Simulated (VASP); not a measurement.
AgI2, 3 atoms in the cell. It takes space group P-4m2 (No. 115, tetragonal). Conventional cell: a = 4.289 Å, b = 4.289 Å, c = 5.548 Å, α = 90.00°, β = 90.00°, γ = 90.00°. Ag (site symmetry -4m2) has 4 I at 2.68 Å within 3.5 Å. I (site symmetry 2mm) has 2 Ag at 2.68 Å within 3.5 Å.  This cell differs from its parent crystal: ratio of the length along z to the lengths across it x 0.85, volume and fractional coordinates fixed.

```yaml
Program: VASP 6.6.1
Task: single point
Functional: PBEsol
Potentials_or_basis: VASP PAW PBE potentials, release 64 (Ag, I)
Cutoff: 520 eV
k_mesh: 14 × 14 × 10
Occupations: gaussian, width 0.15 eV
Spin: no spin polarisation
Dipole_correction: no
Further_INCAR_settings: ALGO = Normal; EDIFF = 1e-07; NBANDS = 20
```

Potentials or basis: VASP PAW PBE potentials, release 64 (Ag, I).

Run with:

```bash
$ cat potpaw_PBE.64/Ag/POTCAR potpaw_PBE.64/I/POTCAR > POTCAR
$ mpirun -np 1 vasp_std > vasp.out
```

Hardware: 1 thread of Intel Xeon 8259CL, with other jobs on the host.

Problem. Estimate the wall time of this run.

Solution. It took 7.1 min on 1 thread of Intel Xeon 8259CL, with other jobs on the host, peak memory 0.52 GiB. Counts: scf iterations 15, k points 216.
